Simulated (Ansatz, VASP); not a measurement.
Two plane-wave programs on TlPt

Contents of INCAR:

```
PREC = Accurate
ENCUT = 520
EDIFF = 1E-6
ISMEAR = -1
SIGMA = 0.1
LREAL = F
LASPH = T
NELM = 80
ALGO = Normal
ISIF = 2
LWAVE = F
LCHARG = F
GGA = CA
NBANDS = 44
```

KPOINTS

```
Automatic mesh
0
Gamma
  7 7 7
```

Contents of POSCAR:

```
TlPt
1.0
    2.8419060000      4.9223230000      0.0000000000
   -2.8419060000      4.9223230000      0.0000000000
    0.0000000000      0.0000000000      4.7042290000
Tl Pt
3 3
Direct
    0.5000000000      0.5000000000      0.0000000000
    0.5000000000      0.0000000000      0.0000000000
    0.0000000000      0.5000000000      0.0000000000
    0.0000000000      0.0000000000      0.0000000000
    0.3333000000      0.3334000000      0.5000000000
    0.6666000000      0.6667000000      0.5000000000
```

Input for Ansatz:

```yaml
crystal:
  lattice:
    - [2.841906, 4.922323, 0.0]
    - [-2.841906, 4.922323, 0.0]
    - [0.0, 0.0, 4.704229]
  atoms:
    - { symbol: Tl, position: [0.5, 0.5, 0.0] }
    - { symbol: Tl, position: [0.5, 0.0, 0.0] }
    - { symbol: Tl, position: [0.0, 0.5, 0.0] }
    - { symbol: Pt, position: [0.0, 0.0, 0.0] }
    - { symbol: Pt, position: [0.3333, 0.3334, 0.5] }
    - { symbol: Pt, position: [0.6666, 0.6667, 0.5] }
  symmetry: { tolerance: 0.0003 }
kpoints:
  mp_grid: { grid: [7, 7, 7], shift: [0, 0, 0] }
  band_path:
    path:
      - [0.0, 0.0, 0.0]
      - [0.49999997, -1.3e-07, 0.0]
      - [0.66666654, 0.33333314, 0.0]
      - [0.0, 0.0, 0.0]
      - [0.0, 0.0, 0.5]
      - [0.49999997, -1.3e-07, 0.5]
      - [0.66666654, 0.33333314, 0.5]
      - [0.0, 0.0, 0.5]
      - [0.49999997, -1.3e-07, 0.5]
      - [0.49999997, -1.3e-07, 0.0]
      - [0.66666654, 0.33333314, 0.5]
    npoints: 6
magnetization:
  spin_polarized: false
scf:
  occupations: { method: fermi_dirac }
  lower_state_search: "off"
  max_iter: 200
hamiltonian:
  pseudopotentials: { kind: paw }
  xc: lda
basis:
  ecutwfc: 420
  fft_grid_basis: typed
output:
  forces: true
  stress: true
  eigenvalues: true
  bader: true
  populations: true
  elf: true
  write_potential: true
  volumetric_format: npy
  dos:
    e_range: [-12, 8]
    de: 0.05
    projected: { site_lists: { Pt: [Pt], Tl: [Tl] } }
checkpoint:
  read: saved_state
```

Alike in both runs: task single point; functional LDA; k mesh 7 × 7 × 7; no spin polarisation.

|  | VASP | Ansatz |
| --- | --- | --- |
| version | VASP 6.6.1 | Ansatz 0.2.0 |
| potentials or method | VASP PAW LDA potentials, release 64 (Tl_d, Pt), cutoff 520 eV | PAW plane waves |
| occupations | fermi-dirac, width 0.1 eV | fermi-dirac |
| valence electrons in the cell | 69 | 93 |

```csv
,VASP,Ansatz,Ansatz less VASP
pressure (GPa),-0.7,-1.0,-0.38
"traceless stress, the component that is largest in VASP (GPa)",-8.22,-8.22,-0.001
```

LDA's correlation is that of Perdew and Zunger in VASP and of Perdew and Wang (1992) in Ansatz. VASP's potentials hold 69 valence electrons a cell and Ansatz's 93, so a difference there can come from the potentials and not from the codes. Ansatz's warnings: structure snapped to symmetry.

Neither program's run includes spin-orbit coupling.
